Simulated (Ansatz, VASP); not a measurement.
Cu in VASP and in Ansatz

The input POSCAR:

```
Cu
1.0
   -1.4710905692      1.4710905692      1.4030702911
    1.4710905692     -1.4710905692      1.4030702911
    1.4710905692      1.4710905692     -1.4030702911
Cu
1
Direct
    0.0000000000      0.0000000000      0.0000000000
```

Contents of INCAR.step1:

```
PREC     = Accurate       # precision mode
ENCUT    = 520            # plane-wave cutoff, eV
EDIFF    = 1E-5           # SCF threshold, eV
ISMEAR   = -1             # smearing method
SIGMA    = 0.05           # smearing width, eV
LREAL    = F              # projectors in reciprocal space
LASPH    = T              # aspherical terms in the spheres
NELM     = 80             # most SCF steps
ALGO     = Normal         # electronic algorithm
ISIF     = 2              # what is computed and relaxed
LWAVE    = T              # write WAVECAR
LCHARG   = F              # write CHGCAR
GGA      = PE             # functional
NBANDS   = 12             # bands
```

File INCAR.step2:

```
PREC     = Accurate       # precision mode
ENCUT    = 520            # plane-wave cutoff, eV
EDIFF    = 1E-7           # SCF threshold, eV
ISMEAR   = -1             # smearing method
SIGMA    = 0.05           # smearing width, eV
LREAL    = F              # projectors in reciprocal space
LASPH    = T              # aspherical terms in the spheres
NELM     = 80             # most SCF steps
ALGO     = Normal         # electronic algorithm
ISIF     = 2              # what is computed and relaxed
LWAVE    = F              # write WAVECAR
LCHARG   = F              # write CHGCAR
GGA      = PE             # functional
LHFCALC  = T              # exact exchange
AEXX     = 0.25           # exact-exchange fraction
PRECFOCK = Normal       
ISTART   = 1            
NBANDS   = 12             # bands
```

File KPOINTS:

```
regular mesh
0
Gamma
  8 8 8
```

Contents of input:

```
crystal:
  lattice:
    - [-1.4710905692, 1.4710905692, 1.4030702911]
    - [1.4710905692, -1.4710905692, 1.4030702911]
    - [1.4710905692, 1.4710905692, -1.4030702911]
  atoms:
    - { symbol: Cu, position: [0.0, 0.0, 0.0] }
hamiltonian:
  xc: pbe0
  pseudopotentials: { kind: paw }
kpoints:
  mp_grid: { grid: [8, 8, 8] }
scf:
  occupations: { method: fermi_dirac, width: 0.05 }
output:
  forces: true
  stress: true
  eigenvalues: true
  write_density: true
  write_potential: true
  elf: true
  volumetric_format: npy
```

Alike in both runs: task single point; functional PBE0; k mesh 8 × 8 × 8; occupations fermi-dirac, width 0.05 eV; no spin polarisation.

|  | VASP | Ansatz |
| --- | --- | --- |
| version | VASP 6.6.1 | Ansatz 0.2.0 |
| potentials or method | VASP PAW PBE potentials, release 64 (Cu) | Ansatz PAW |
| plane-wave cutoff (eV) | 520 | 420 |
| valence electrons in the cell | 11 | 19 |

```tsv
	VASP	Ansatz	Ansatz less VASP
gap on the k mesh at the Fermi level (eV)	none	none	-
pressure (GPa)	-1.0	-1.3	-0.26
traceless stress, the component that is largest in VASP (GPa)	-0.30	-0.32	-0.011
```

A gap of «none» marks a metal or a gap that the smearing closes. VASP's potentials hold 11 valence electrons a cell and Ansatz's 19, so a difference there can come from the potentials and not from the codes.

The k mesh is coarse, so the values compare programs but aren't converged.
